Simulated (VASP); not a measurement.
ZnSe: single point with PBE

ZnSe:

```
CELL_PARAMETERS angstrom
0.00000 2.83380 2.83380
2.83380 0.00000 2.83380
2.83380 2.83380 0.00000
ATOMIC_POSITIONS crystal
Zn 0.00000 0.00000 0.00000
Se 0.75000 0.75000 0.75000
```

```json
{"Program": "VASP 6.6.1", "Task": "single point", "Functional": "PBE", "Potentials or basis": "VASP PAW PBE potentials, release 64 (Zn, Se)", "Cutoff": "500 eV", "k mesh": "6 × 6 × 6", "Occupations": "gaussian, width 0.01 eV", "Spin": "no spin polarisation", "Dipole correction": "no", "Further INCAR settings": "ALGO = Normal; EDIFF = 1e-06; NBANDS = 16"}
```

```yaml
Pressure: 2.4 GPa
Band_gap_on_the_k_mesh: 1.29 eV
```

Levels at points of the mesh, in eV from the valence-band top:
```csv
k point,band 7,band 8,band 9,band 10,band 11,band 12
"(0.00, 0.00, 0.00)",0.00,0.00,0.00,1.29,5.80,5.80
"(0.50, 0.00, 0.00)",-5.23,-0.87,-0.87,2.54,6.38,6.38
"(0.50, 0.50, 0.00)",-4.76,-2.19,-2.19,2.98,3.46,10.74
```

Wall time 6.9 s on 1 thread of AMD EPYC 9R45 96-Core Processor (Zen 5) (shared host), peak memory 0.14 GiB.

PBE gaps usually lie below the measured ones, often by a third to a half.
